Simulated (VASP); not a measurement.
**Sn: single point with RPBE**

Crystal: Sn.

```xyz
2
Lattice="3.4114 0.0000 0.0000 -1.7057 2.9544 0.0000 0.0000 0.0000 5.6683" Properties=species:S:1:pos:R:3 pbc="T T T"
Sn    0.0000    1.9696    1.4171
Sn    1.7057    0.9848    4.2512
```

- Program: VASP 6.6.1
- Task: single point
- Functional: RPBE
- Potentials or basis: VASP PAW PBE potentials, release 64 (Sn_d)
- Cutoff: 520 eV
- k mesh: 17 × 17 × 9
- Occupations: fermi-dirac, width 0.1 eV
- Spin: no spin polarisation

```json
{"Pressure": "-0.1 GPa", "Band gap on the k mesh": "zero (band 14 reaches 13.39 eV, above the bottom of band 15 at 5.54 eV)"}
```

Stress tensor (GPa, compression positive):
```
 0.15  0.00  0.00
 0.00  0.15  0.00
 0.00  0.00 -0.52
```

Levels at points of the mesh, in eV from the Fermi level:
```csv
k point,band 12,band 13,band 14,band 15,band 16,band 17
"(0.00, 0.00, 0.00)",-6.83,-4.39,5.70,5.70,7.18,7.32
```

It took 88 s on 1 thread of Intel(R) Xeon(R) Platinum 8375C CPU @ 2.90GHz (Ice Lake), on a shared host, peak memory 0.28 GiB.

Caveat: the PAW data sets were made with another functional, which shifts forces and pressure a little; spin-orbit coupling is left out, which moves the levels of the heavy elements.
